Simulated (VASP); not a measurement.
ZnS, 2 atoms in the cell. Symmetry: I-4m2, No. 119, tetragonal system. The conventional cell has a = 3.734 Å, b = 3.734 Å, c = 5.516 Å, α = 90.00°, β = 90.00°, γ = 90.00°. Within 3.1 Å of Zn (site symmetry -4m2) lie 4 S at 2.32 Å. S (site symmetry -4m2) has 4 Zn at 2.32 Å within 3.1 Å.  This cell differs from its parent crystal: epitaxial xy strain -2.0%.

- Program: VASP 6.6.1
- Task: single point
- Functional: HSE06
- Potentials or basis: VASP PAW PBE potentials, release 64 (Zn, S)
- Cutoff: 520 eV
- k mesh: 6 × 6 × 6
- Occupations: gaussian, width 0.01 eV
- Spin: no spin polarisation
- Dipole correction: no
- Grid for exact exchange (PRECFOCK): Normal
- Further INCAR settings: ALGO = Normal; EDIFF = 1e-06; NBANDS = 16
- Share of exact exchange: 0.25
- Screening parameter: 0.2079 1/Å

Potentials or basis: VASP PAW PBE potentials, release 64 (Zn, S).

Command:

```console
$ cat potpaw_PBE.64/Zn/POTCAR potpaw_PBE.64/S/POTCAR > POTCAR
$ cp INCAR.step1 INCAR
$ mpirun -np 1 vasp_std > vasp.out
$ cp INCAR.step2 INCAR
$ mpirun -np 1 vasp_std > vasp.out
```

Hardware: 1 thread of Oxide Virtual Turin-like Processor, on a shared host.

Estimate the wall time of this run.

Wall time 120 min on 1 thread of Oxide Virtual Turin-like Processor, with other jobs on the host, peak memory 0.25 GiB. Counts: k points 30.
